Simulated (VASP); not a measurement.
Crystal: La.

```xyz
4
Lattice="3.7700 0.0000 0.0000 -1.8850 3.2649 0.0000 0.0000 0.0000 12.1300" Properties=species:S:1:pos:R:3 pbc="T T T"
La    0.0000    0.0000    0.0000
La    0.0000    0.0000    6.0650
La    0.0000    2.1766    3.0325
La    1.8850    1.0883    9.0975
```

| Quantity | Value |
| --- | --- |
| Program | VASP 6.6.1 |
| Task | relaxation of cell and atoms |
| Functional | LDA |
| Potentials or basis | VASP PAW LDA potentials, release 64 (La) |
| Cutoff | 600 eV |
| k mesh | 14 × 14 × 4 |
| Occupations | gaussian, width 0.05 eV |
| Spin | no spin polarisation |

At the start: pressure -3.6 GPa; volume 37.33 Å³/atom.

Question: How do energy, volume and symmetry change on relaxing?

Answer: Over 6 steps the energy falls by 63.7 meV/atom and the volume is 32.11 Å³/atom (-14.0 %); space group P6_3/mmc (No. 194, to 0.05 Å).

The path:
```csv
step,energy change (eV),largest force (eV/Å),pressure (GPa),volume (Å³)
1,0.0000,0.0000,-3.55,149.30
2,-0.2448,0.0000,-0.77,132.13
3,-0.2545,0.0000,-0.16,128.86
4,-0.2546,0.0000,0.12,128.05
5,-0.2546,0.0000,-0.03,128.45
6,-0.2548,0.0000,-0.02,128.42
```

Final structure:
```
CELL_PARAMETERS angstrom
3.58778 0.00000 0.00000
-1.79389 3.10711 0.00000
0.00000 0.00000 11.52015
ATOMIC_POSITIONS crystal
La 0.00000 0.00000 0.00000
La 0.00000 0.00000 0.50000
La 0.33333 0.66667 0.25000
La 0.66667 0.33333 0.75000
```
